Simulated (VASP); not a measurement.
A run of VASP 6.6.1:

The input INCAR:

```
SYSTEM = PbF2
PREC = Accurate
ENCUT = 600
EDIFF = 1E-6
ISMEAR = -1
SIGMA = 0.05
LREAL = .False.
LASPH = .True.
NELM = 120
ALGO = Normal
ISIF = 2
LWAVE = .False.
LCHARG = .False.
GGA = CA
NBANDS = 21
GGA_COMPAT = .False.
```

The input KPOINTS:

```
regular mesh
0
Gamma
  7 7 7
  0 0 0
```

The input POSCAR:

```
PbF2
1.0
    0.0000000000      3.0026599987      3.0026599987
    3.0026599987      0.0000000000      3.0026599987
    3.0026599987      3.0026599987      0.0000000000
Pb F
1 2
Direct
    0.0000000000      0.0000000000      0.0000000000
    0.7500000000      0.7500000000      0.7500000000
    0.2500000000      0.2500000000      0.2500000000
```

Potentials or basis: VASP PAW LDA potentials, release 64 (Pb_d, F).

Launch:

```bash
$ cat potpaw_LDA.64/Pb_d/POTCAR potpaw_LDA.64/F/POTCAR > POTCAR
$ mpirun -np 1 vasp_std > vasp.out
```

Hardware: 1 thread of Intel Xeon 6975P-C (shared host).

Estimate the wall time of this run.

It took 32 s on 1 thread of Intel Xeon 6975P-C, with other jobs on the host, peak memory 0.18 GiB. Counts: scf iterations 13, k points 20.
